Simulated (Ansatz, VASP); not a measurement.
**Two plane-wave programs on Si**

```xyz
4
Lattice="-3.3010 3.3010 1.9083 3.3010 -3.3010 1.9083 3.3010 3.3010 -1.9083" Properties=species:S:1:pos:R:3 pbc="T T T"
Si    1.1807    1.1207   -0.0200
Si    2.1203    2.0603    1.9283
Si    2.1203   -2.0603    1.9083
Si   -2.1203    2.1803    1.9083
```

Change from the starting cell: mode 7 frozen in at -0.060 Å and mode 10 at -0.020 Å (largest displacements).

Alike in both runs: task single point; functional LDA; k mesh 10 × 10 × 10; occupations gaussian, width 0.03 eV; no spin polarisation.

|  | VASP | Ansatz |
| --- | --- | --- |
| version | VASP 6.6.1 | Ansatz 0.2.0 |
| potentials or method | VASP PAW LDA potentials, release 64 (Si), cutoff 520 eV | scalar-relativistic, plane waves, PAW |
| valence electrons in the cell | 16 | 16 |

VASP gave:

* gap on the k mesh at the Fermi level (eV): 0.13
* least direct gap on the mesh (eV): 0.27
* pressure (GPa): 0.6
* traceless stress, the component that is largest in VASP (GPa): 1.21
* rms of the force components (eV/Å): 0.635

Q: What did Ansatz give for the same quantities?

A: gap on the k mesh at the Fermi level (eV): 0.13; least direct gap on the mesh (eV): 0.27; pressure (GPa): 0.6; traceless stress, the component that is largest in VASP (GPa): 1.20; rms of the force components (eV/Å): 0.634.

Ansatz warns that its potentials were made for another functional, while VASP's fit it. LDA's correlation is that of Perdew and Zunger in VASP and of Perdew and Wang (1992) in Ansatz. Atom by atom the forces differ by 0.002 eV/Å (rms over components).
